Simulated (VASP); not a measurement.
# Gd (Im-3m) in VASP: single point with PBE

Aim: the single point of Gd with PBE.

All numbers are computed with VASP 6.6.1; they aren't measurements. Logs are shortened: lines on timing, memory, paths and dates and some standing lists are left out, and cuts for length are marked.

### Step 1. The cell of the first run

The structure is cubic, space group Im-3m (No. 229). Conventional cell: a = 4.046 Å, b = 4.046 Å, c = 4.046 Å, α = 90.00°, β = 90.00°, γ = 90.00°. Gd (site symmetry m-3m) has 14 Gd at 3.50 to 4.05 Å within 4.6 Å.

This isn't the form of Gd at room conditions, which is hcp.

### Step 2. Single point, PBE, collinear spin, ferromagnetic start

Contents of POSCAR:

```
Gd
1.0
   -2.0232459258      2.0232459258      2.0232459258
    2.0232459258     -2.0232459258      2.0232459258
    2.0232459258      2.0232459258     -2.0232459258
Gd
1
Direct
    0.0000000000      0.0000000000      0.0000000000
```

Contents of INCAR.step1:

```
PREC = Accurate ; ENCUT = 520
EDIFF = 1E-6 ; ISMEAR = 0
SIGMA = 0.05 ; LREAL = F
LASPH = T ; NELM = 150
ALGO = Normal ; ISIF = 2
LWAVE = F ; LCHARG = T
ISPIN = 2 ; MAGMOM = 8.08
LMAXMIX = 6 ; GGA = PE
NBANDS = 19
```

Contents of KPOINTS.step1:

```
Automatic mesh
0
Gamma
  14 14 14
```

Contents of INCAR.step2:

```
PREC = Accurate ; ENCUT = 520
EDIFF = 1E-6 ; ISMEAR = -5
SIGMA = 0.05 ; LREAL = F
LASPH = T ; NELM = 150
ALGO = Normal ; ISIF = 2
LWAVE = F ; LCHARG = F
ISPIN = 2 ; MAGMOM = 8.08
LORBIT = 11 ; LMAXMIX = 6
GGA = PE ; NEDOS = 2001
ICHARG = 11
```

Contents of KPOINTS.step2:

```
Automatic mesh
0
Gamma
  21 21 21
```

Potentials or basis: VASP PAW PBE potentials, release 64 (Gd).

On the command line:

```bash
cat potpaw_PBE.64/Gd/POTCAR > POTCAR
cp INCAR.step1 INCAR
cp KPOINTS.step1 KPOINTS
mpirun -np 1 vasp_std > vasp.out
cp INCAR.step2 INCAR
cp KPOINTS.step2 KPOINTS
mpirun -np 1 vasp_std > vasp.out
```

OUTCAR:

```text
PREC = Accurate
   ENCUT = 520
   EDIFF = 1E-6
   ISMEAR = -5
   LREAL = F
   LASPH = T
   NELM = 150
   ISIF = 2
   ISPIN = 2
   LORBIT = 11
   GGA = PE
   ICHARG = 11

 ion  position               nearest neighbor table
   1  0.000  0.000  0.000-

  LATTYP: Found a body centered cubic cell.
 ALAT       =     4.0464918516

  Lattice vectors:

 A1 = (  -2.0232459258,   2.0232459258,   2.0232459258)
 A2 = (   2.0232459258,  -2.0232459258,   2.0232459258)
 A3 = (   2.0232459258,   2.0232459258,  -2.0232459258)

Analysis of symmetry for initial positions (statically):
=====================================================================
 Subroutine PRICEL returns:
 Original cell was already a primitive cell.

 Routine SETGRP: Setting up the symmetry group for a
 body centered cubic supercell.

 Subroutine GETGRP returns: Found 48 space group operations
 (whereof 48 operations were pure point group operations)
 out of a pool of 48 trial point group operations.

The static configuration has the point symmetry O_h .

Analysis of symmetry for dynamics (positions and initial velocities):
=====================================================================
 Subroutine PRICEL returns:
 Original cell was already a primitive cell.

 Routine SETGRP: Setting up the symmetry group for a
 body centered cubic supercell.

 Subroutine GETGRP returns: Found 48 space group operations
 (whereof 48 operations were pure point group operations)
 out of a pool of 48 trial point group operations.

The dynamic configuration has the point symmetry O_h .

Analysis of structural, dynamic, and magnetic symmetry:
=====================================================================
 Subroutine PRICEL returns:
 Original cell was already a primitive cell.

 Routine SETGRP: Setting up the symmetry group for a
 body centered cubic supercell.

 Subroutine GETGRP returns: Found 48 space group operations
 (whereof 48 operations were pure point group operations)
 out of a pool of 48 trial point group operations.

The overall configuration has the point symmetry O_h .

 Subroutine INISYM returns: Found 48 space group operations
 (whereof 48 operations are pure point group operations),
 and found     1 'primitive' translations

----------------------------------------------------------------------------------------

                                     Primitive cell

  volume of cell :      33.1288

  direct lattice vectors                    reciprocal lattice vectors
    -2.023245926  2.023245926  2.023245926     0.000000000  0.247127645  0.247127645
     2.023245926 -2.023245926  2.023245926     0.247127645  0.000000000  0.247127645
     2.023245926  2.023245926 -2.023245926     0.247127645  0.247127645  0.000000000

  length of vectors
     3.504364740  3.504364740  3.504364740     0.349491267  0.349491267  0.349491267

  position of ions in fractional coordinates (direct lattice)
     0.000000000  0.000000000  0.000000000

  ion indices of the primitive-cell ions
   primitive index   ion index
                 1           1

----------------------------------------------------------------------------------------

 KPOINTS: Automatic mesh

Automatic generation of k-mesh.
 Grid dimensions read from file:
 generate k-points for:   21   21   21

 Generating k-lattice:

  Cartesian coordinates                     Fractional coordinates (reciprocal lattice)
     0.000000000  0.011767983  0.011767983     0.047619048  0.000000000  0.000000000
     0.011767983  0.000000000  0.011767983     0.000000000  0.047619048  0.000000000
     0.011767983  0.011767983  0.000000000     0.000000000  0.000000000  0.047619048

  Length of vectors
     0.016642441  0.016642441  0.016642441

  Shift w.r.t. Gamma in fractional coordinates (k-lattice)
     0.000000000  0.000000000  0.000000000

 TETIRR: Found  10986 inequivalent tetrahedra from    55566

 Subroutine IBZKPT returns following result:
 ===========================================

 Found    286 irreducible k-points:

 Following reciprocal coordinates:
            Coordinates               Weight
  0.000000  0.000000  0.000000      1.000000
  0.047619  0.000000  0.000000     12.000000
  0.095238  0.000000  0.000000     12.000000
  0.142857  0.000000  0.000000     12.000000
  0.190476  0.000000  0.000000     12.000000
  0.238095  0.000000  0.000000     12.000000
[... 16 lines left out ...]
  0.142857  0.095238  0.000000     48.000000
  0.190476  0.095238  0.000000     48.000000
 [... further k-points ...]
   k-points           NKPTS =    286   k-points in BZ     NKDIM =    286   number of bands    NBANDS=     17
   number of dos      NEDOS =   2001   number of ions     NIONS =      1
   total plane-waves  NPLWV =  21952
   dimension x,y,z NGX =    28 NGY =   28 NGZ =   28
   dimension x,y,z NGXF=    56 NGYF=   56 NGZF=   56
   ions per type =               1
   NGX,Y,Z   is equivalent  to a cutoff of  13.28, 13.28, 13.28 a.u.
   NGXF,Y,Z  is equivalent  to a cutoff of  26.57, 26.57, 26.57 a.u.
 SYSTEM =  unknown system
   PREC   = accura    normal or accurate (medium, high low for compatibility)
   ISTART =      0    job   : 0-new  1-cont  2-samecut
   ICHARG =     11    charge: 1-file 2-atom 10-const
   ISPIN  =      2    spin polarized calculation?
   LNONCOLLINEAR =      F non collinear calculations
   LSORBIT =      F    spin-orbit coupling
   LASPH  =      T    aspherical Exc in radial PAW
   ENCUT  =  520.0 eV  38.22 Ry    6.18 a.u.   6.52  6.52  6.52*2*pi/ulx,y,z
   NELM   =    150;   NELMIN=  2; NELMDL=  0     # of ELM steps
   EDIFF  = 0.1E-05   stopping-criterion for ELM
   LREAL  =      F    real-space projection
   EDIFFG = 0.1E-04   stopping-criterion for IOM
   NSW    =      0    number of steps for IOM
   IBRION =     -1    ionic relax: 0-MD 1-quasi-New 2-CG
   NFREE  =      0    steps in history (QN), initial steepest desc. (CG)
   ISIF   =      2    stress and relaxation
   ISYM   =      2    0-nonsym 1-usesym 2-fastsym
   POTIM  = 0.5000    time-step for ionic-motion
   TEBEG  =    0.0;   TEEND  =   0.0 temperature during run
   PSTRESS=    0.0 pullay stress
   NELECT =      18.0000    total number of electrons
   NUPDOWN=      -1.0000    fix difference up-down
   EMIN   =  10.00;   EMAX   =-10.00  energy-range for DOS
   EFERMI =   0.00;   METHOD = LEGACY
   ISMEAR =    -5;   SIGMA  =   0.05  broadening in eV -4-tet -1-fermi 0-gaus
   EFERMI_NEDOS =   21; number of points for ismear=-14 and -15
   IALGO  =     38    algorithm
   IMIX   =      4    mixing-type and parameters
     AMIX     =   0.40;   BMIX     =  1.00
     AMIX_MAG =   1.60;   BMIX_MAG =  1.00
  volume/ion in A,a.u.               =      33.13       223.56
  Fermi-wavevector in a.u.,A,eV,Ry     =   1.335868  2.524425 24.280199  1.784544
  Thomas-Fermi vector in A             =   2.464539
   LORBIT       =     11    0 simple, 1 ext, 2 COOP (PROOUT), +10 PAW based schemes
   GGA     = PE    functional components
   LHFCALC =     F    Hartree Fock is set to
   AEXX    =    0.0000 exact exchange contribution
   IVDW    =     0    specifies the selected vdW correction
   LEPSILON=     F    determine dielectric tensor
   LRPA    =     F    only Hartree local field effects (RPA)
 spin polarized calculation
 Fermi weights with tetrahedron method with Bloechl corrections
  energy-cutoff  :      520.00
  volume of cell :       33.13
 maximum number of plane-waves:       935
 NGX is ok and might be reduce to    28

 number of electron      18.0000008 magnetization       7.6422156

 Free energy of the ion-electron system (eV)
  ---------------------------------------------------
  ext. energy  EPLUGINS =         0.00000000
  ---------------------------------------------------
  free energy    TOTEN  =       -11.61319237 eV

  energy without entropy =      -11.61319237  energy(sigma->0) =      -11.61319237

 E-fermi :   2.9740     XC(G=0):  -9.9700

 val. band max:        2.9793603940   @ k =   0.2381   0.2381   0.1429
 cond. band min:       2.9523644662   @ k =   0.2381   0.2381   0.0476
 fundamental gap:     -0.0269959278
 Fermi energy:         2.9740393950

 spin component 1

 k-point     1 :       0.0000    0.0000    0.0000
  band No.  band energies     occupation
      1     -42.3581      1.00000
      2     -19.3754      1.00000
      3     -19.3753      1.00000
      4     -19.3753      1.00000
      5      -2.1081      1.00000
      6      -1.9939      1.00000
[... 9 lines left out ...]
     16       6.4966      0.00000
     17       6.4966      0.00000

 k-point     2 :       0.0476    0.0000    0.0000
  band No.  band energies     occupation
      1     -42.3566      1.00000
      2     -19.3919      1.00000
      3     -19.3805      1.00000
      4     -19.3754      1.00000
      5      -2.0429      1.00000
      6      -1.9930      1.00000
[... 9 lines left out ...]
     16       6.4172      0.00000
     17       6.4967      0.00000
[... 421 lines left out ...]
 k-point    24 :       0.1905    0.0952    0.0000
  band No.  band energies     occupation
      1     -42.3243      1.00000
      2     -19.7300      1.00000
      3     -19.4814      1.00000
      4     -19.3980      1.00000
      5      -1.9765      1.00000
      6      -1.9554      1.00000
[... 9 lines left out ...]
     16       6.1180      0.00000
     17       6.8144      0.00000

 [... further k-points ...]

 spin component 2

 k-point     1 :       0.0000    0.0000    0.0000
  band No.  band energies     occupation
      1     -39.1066      1.00000
      2     -16.9636      1.00000
      3     -16.9636      1.00000
      4     -16.9636      1.00000
      5      -1.2168      1.00000
      6       3.3128      0.00000
[... 9 lines left out ...]
     16       7.5655      0.00000
     17       7.5655      0.00000

 k-point     2 :       0.0476    0.0000    0.0000
  band No.  band energies     occupation
      1     -39.1047      1.00000
      2     -16.9838      1.00000
      3     -16.9696      1.00000
      4     -16.9637      1.00000
      5      -1.1482      1.00000
      6       3.3096      0.00000
[... 9 lines left out ...]
     16       7.4869      0.00000
     17       7.5701      0.00000
[... 421 lines left out ...]
 k-point    24 :       0.1905    0.0952    0.0000
  band No.  band energies     occupation
      1     -39.0641      1.00000
      2     -17.3940      1.00000
      3     -17.0895      1.00000
      4     -16.9923      1.00000
      5       0.4114      1.00000
      6       3.2319      0.00000
[... 9 lines left out ...]
     16       7.5037      0.00000
     17       7.9898      0.00000

 [... further k-points ...]
[... 5 lines left out ...]
  --------------------------------------------------------------------------------------
  -------------------------------------------------------------------------------------
  Total       -0.1042054     -0.1042054     -0.1042054      0.0000000      0.0000000      0.0000000
  in kB       -5.0395854     -5.0395854     -5.0395854      0.0000000      0.0000000      0.0000000
  external PRESSURE =      -5.0395854 kB  Pullay stress =       0.0000000 kB

 VOLUME and BASIS-vectors are now :
 -----------------------------------------------------------------------------
  energy-cutoff  :      520.00
  volume of cell :       33.13
      direct lattice vectors                 reciprocal lattice vectors
    -2.023245926  2.023245926  2.023245926     0.000000000  0.247127645  0.247127645
     2.023245926 -2.023245926  2.023245926     0.247127645  0.000000000  0.247127645
     2.023245926  2.023245926 -2.023245926     0.247127645  0.247127645  0.000000000

 POSITION                                       TOTAL-FORCE (eV/Angst)
 -----------------------------------------------------------------------------------
      0.00000      0.00000      0.00000         0.000000      0.000000      0.000000
 -----------------------------------------------------------------------------------
    total drift:                                0.000000     -0.000000     -0.000000

  FREE ENERGIE OF THE ION-ELECTRON SYSTEM (eV)
  ---------------------------------------------------
  free  energy   TOTEN  =       -11.6131923739 eV

  energy  without entropy=      -11.6131923739  energy(sigma->0) =      -11.61319237

 total charge

# of ion       s       p       d       f       tot
--------------------------------------------------
    1        2.072   5.561   0.590   6.973  15.197

 magnetization (x)

# of ion       s       p       d       f       tot
--------------------------------------------------
    1        0.002  -0.057   0.245   6.829   7.018
```

It took 4 min on 1 thread of Intel Xeon 6975P-C (Granite Rapids), shared host; peak memory 0.44 GiB.

Results:

```yaml
Net_moment: 7.64 μB per cell
Site_moments: Gd +7.02 μB
Valence_electrons_inside_the_program's_atomic_spheres: Gd 15.20
```

Levels at points of the mesh, in eV from the Fermi level:
Spin up:
```tsv
k point	band 10	band 11	band 12	band 13	band 14	band 15	band 16	band 17
(0.00, 0.00, 0.00)	-4.84	-4.84	-4.81	1.28	1.28	1.28	3.52	3.52
```
Spin down:
```tsv
k point	band 3	band 4	band 5	band 6	band 7	band 8
(0.00, 0.00, 0.00)	-19.94	-19.94	-4.19	0.34	0.34	0.34
```

Caveat: spin-orbit coupling is left out, which moves the levels of the heavy elements; semilocal functionals describe open f shells poorly, which spoils levels, moments and volumes; tetrahedron occupations give inexact forces and stress in metals. The state reached can hang on the start; a lower one may exist.
